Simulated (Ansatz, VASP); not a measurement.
**SiC: VASP beside Ansatz**

INCAR

```
SYSTEM = SiC
  PREC = Accurate
  ENCUT = 600
  EDIFF = 1E-6
  ISMEAR = 0
  SIGMA = 0.02
  LREAL = .False.
  LASPH = .True.
  NELM = 120
  ALGO = Normal
  ISIF = 2
  LWAVE = .False.
  LCHARG = .False.
  GGA = CA
  NBANDS = 11
  GGA_COMPAT = .False.
```

Contents of KPOINTS:

```
Automatic mesh
0
Gamma
  8 8 8
  0 0 0
```

Contents of POSCAR:

```
SiC
1.0
    0.0000000000      2.1640000000      2.1640000000
    2.1640000000      0.0000000000      2.1640000000
    2.1640000000      2.1640000000      0.0000000000
C Si
1 1
Direct
    0.0000000000      0.0000000000      0.0000000000
    0.2500000000      0.2500000000      0.2500000000
```

Input for Ansatz:

```yaml
crystal:
  lattice:
    - [0.0, 2.164, 2.164]
    - [2.164, 0.0, 2.164]
    - [2.164, 2.164, 0.0]
  atoms:
    - { symbol: C, position: [0.0, 0.0, 0.0] }
    - { symbol: Si, position: [0.25, 0.25, 0.25] }
basis:
  ecutwfc: 420
kpoints:
  mp_grid: { grid: [8, 8, 8] }
hamiltonian:
  xc: lda
scf:
  occupations: { method: gaussian, width: 0.02 }
output:
  forces: true
  stress: true
  eigenvalues: true
```

Alike in both runs: task single point; functional LDA; k mesh 8 × 8 × 8; occupations gaussian, width 0.02 eV; no spin polarisation.

|  | VASP | Ansatz |
| --- | --- | --- |
| version | VASP 6.6.1 | Ansatz 0.2.0 |
| potentials or method | VASP PAW LDA potentials, release 64 (C, Si), cutoff 600 eV | scalar-relativistic, plane waves, PAW |
| valence electrons in the cell | 8 | 8 |

Ansatz gave:

```
gap on the k mesh at the Fermi level (eV) : 1.30
least direct gap on the mesh (eV)         : 4.53
pressure (GPa)                            : 0.2
```

What did VASP give for the same quantities?

gap on the k mesh at the Fermi level (eV): 1.29; least direct gap on the mesh (eV): 4.52; pressure (GPa): 0.4.

LDA's correlation is that of Perdew and Zunger in VASP and of Perdew and Wang (1992) in Ansatz.
